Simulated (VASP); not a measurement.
A run of VASP 6.6.1:

The input INCAR:

```
SYSTEM = ZnS
  PREC = Accurate
  ENCUT = 520
  EDIFF = 1E-7
  ISMEAR = 0
  SIGMA = 0.05
  LREAL = .False.
  LASPH = .True.
  NELM = 60
  ALGO = Normal
  ISIF = 2
  LWAVE = .False.
  LCHARG = .False.
  GGA = PE
  NBANDS = 16
```

KPOINTS

```
Automatic mesh
0
Gamma
  8 8 8
  0 0 0
```

File POSCAR:

```
ZnS
1.0
    0.0000000000      2.7215639846      2.7215639846
    2.7215639846      0.0000000000      2.7215639846
    2.7215639846      2.7215639846      0.0000000000
Zn S
1 1
Direct
    0.0000000000      0.0000000000      0.0000000000
    0.6948846322      0.6948846322      0.6492255665
```

Potentials or basis: VASP PAW PBE potentials, release 64 (Zn, S).

Run with:

```console
$ cat potpaw_PBE.64/Zn/POTCAR potpaw_PBE.64/S/POTCAR > POTCAR
$ mpirun -np 1 vasp_std > vasp.out
```

Hardware: 1 thread of Intel Xeon 8259CL, on a shared host.

Problem. How long does it take, and how much memory?

Solution. Run time: 3.2 min on 1 thread of Intel Xeon 8259CL (shared host), peak memory 0.24 GiB. Counts: scf iterations 14, k points 150.
